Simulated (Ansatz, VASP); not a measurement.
HfH2: VASP beside Ansatz

Contents of INCAR:

```
SYSTEM = HfH2
ALGO = Normal
EDIFF = 1E-8
ENCUT = 520
GGA = CA
ISIF = 2
ISMEAR = -1
LASPH = .True.
LCHARG = .False.
LEFG = .True.
LREAL = .False.
LWAVE = .False.
NBANDS = 13
NELM = 80
PREC = Accurate
SIGMA = 0.03
```

KPOINTS

```
k-points
0
Gamma
  12 12 12
  0 0 0
```

POSCAR

```
HfH2
1.0
   -1.7154971189      1.7154971189      2.1510301712
    1.7154971189     -1.7154971189      2.1510301712
    1.7154971189      1.7154971189     -2.1510301712
Hf H
1 2
Direct
    0.0000000000      0.0000000000      0.0000000000
    0.7500000000      0.2500000000      0.5000000000
    0.2500000000      0.7500000000      0.5000000000
```

Input for Ansatz:

```yaml
crystal:
  lattice:
    - [-1.7154971189, 1.7154971189, 2.1510301712]
    - [1.7154971189, -1.7154971189, 2.1510301712]
    - [1.7154971189, 1.7154971189, -2.1510301712]
  atoms:
    - { symbol: Hf, position: [0.0, 0.0, 0.0] }
    - { symbol: H, position: [0.75, 0.25, 0.5] }
    - { symbol: H, position: [0.25, 0.75, 0.5] }
kpoints:
  mp_grid: { grid: [12, 12, 12] }
scf:
  occupations: { method: fermi_dirac, width: 0.03 }
hamiltonian:
  xc: lda
  pseudopotentials: { kind: all_electron, datasets: crystal }
output:
  forces: true
  stress: true
  eigenvalues: true
  efg: { contact_densities: true }
```

Change from the starting cell: volume scaled by 0.96, crystal datasets.

Alike in both runs: task electric field gradients; functional LDA; k mesh 12 × 12 × 12; occupations fermi-dirac, width 0.03 eV; no spin polarisation.

|  | VASP | Ansatz |
| --- | --- | --- |
| version | VASP 6.6.1 | Ansatz 0.2.0 |
| potentials or method | VASP PAW LDA potentials, release 64 (Hf_pv, H), cutoff 520 eV | all-electron PAW with datasets made for the crystal, scalar-relativistic |

Ansatz gave:

| Property | Result |
| --- | --- |
| pressure (GPa) | -2.6 |
| traceless stress, the component that is largest in VASP (GPa) | -1.23 |
| size of Vzz on the site where it differs most (V/Å²) | 36.1 |

Task: What did VASP give for the same quantities?

Result: Pressure (GPa): -2.7; traceless stress, the component that is largest in VASP (GPa): -1.23; size of Vzz on the site where it differs most (V/Å²): 27.1.

LDA's correlation is that of Perdew and Zunger in VASP and of Perdew and Wang (1992) in Ansatz. Ansatz ran all-electron here, and VASP with PAW potentials.

Neither program's run includes spin-orbit coupling.
